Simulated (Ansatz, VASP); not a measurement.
## LiH3: VASP beside Ansatz

The input INCAR:

```
  ALGO = Normal
  EDIFF = 1E-6
  EDIFFG = -0.04
  ENCUT = 600
  GGA = PE
  IBRION = 2
  ISIF = 3
  ISMEAR = 0
  LASPH = True
  LCHARG = False
  LREAL = False
  LWAVE = False
  NELM = 80
  NSW = 90
  PREC = Accurate
  SIGMA = 0.1
```

Contents of KPOINTS:

```
k-points
0
Gamma
  6 6 6
```

The input POSCAR:

```
LiH3
1.0
    0.0000000000      2.7163164400      2.7163164400
    2.7163164400      0.0000000000      2.7163164400
    2.7163164400      2.7163164400      0.0000000000
Li H
1 3
Direct
    0.0000000000      0.0000000000      0.0000000000
    0.2500000000      0.2500000000      0.2500000000
    0.7500000000      0.7500000000      0.7500000000
    0.5000000000      0.5000000000      0.5000000000
```

Input for Ansatz:

```yaml
crystal:
  lattice:
    - [0.0, 2.71631644, 2.71631644]
    - [2.71631644, 0.0, 2.71631644]
    - [2.71631644, 2.71631644, 0.0]
  atoms:
    - { symbol: Li, position: [0.0, 0.0, 0.0] }
    - { symbol: H, position: [0.25, 0.25, 0.25] }
    - { symbol: H, position: [0.75, 0.75, 0.75] }
    - { symbol: H, position: [0.5, 0.5, 0.5] }
basis:
  ecutwfc: 420
kpoints:
  mp_grid: { grid: [6, 6, 6] }
hamiltonian:
  xc: pbe
scf:
  occupations: { method: gaussian, width: 0.1 }
  lower_state_search: "off"
output:
  forces: true
  stress: true
  eigenvalues: true
relax:
  adjacent_minimum: "off"
  f_tol: 0.04
  max_steps: 70
  cell: { stress_tol: 0.4 }
```

Change from the starting cell: species swapped into the Li3Hg type (Fm-3m, No. 225).

Alike in both runs: task relaxation of cell and atoms; functional PBE; k mesh 6 × 6 × 6; occupations gaussian, width 0.1 eV; no spin polarisation.

|  | VASP | Ansatz |
| --- | --- | --- |
| version | VASP 6.6.1 | Ansatz 0.2.0 |
| potentials or method | VASP PAW PBE potentials, release 64 (Li_sv, H), cutoff 600 eV | scalar-relativistic, plane waves, PAW |
| valence electrons in the cell | 6 | 6 |

```csv
,VASP,Ansatz,Ansatz less VASP
"gap on the k mesh at the Fermi level, each at its own relaxed structure (eV)",none,none,-
relaxed volume (Å³/atom),5.11,5.19,+0.082
relaxed cell length with the largest relative difference (Å),3.068,3.084,+0.0164
```

A gap of «none» marks a metal or a gap that the smearing closes.

Noted on VASP's run: the cutoff is short for stress, so the pressure is rough; the volume moved by over 15 % at a fixed basis, so the end points are rough.
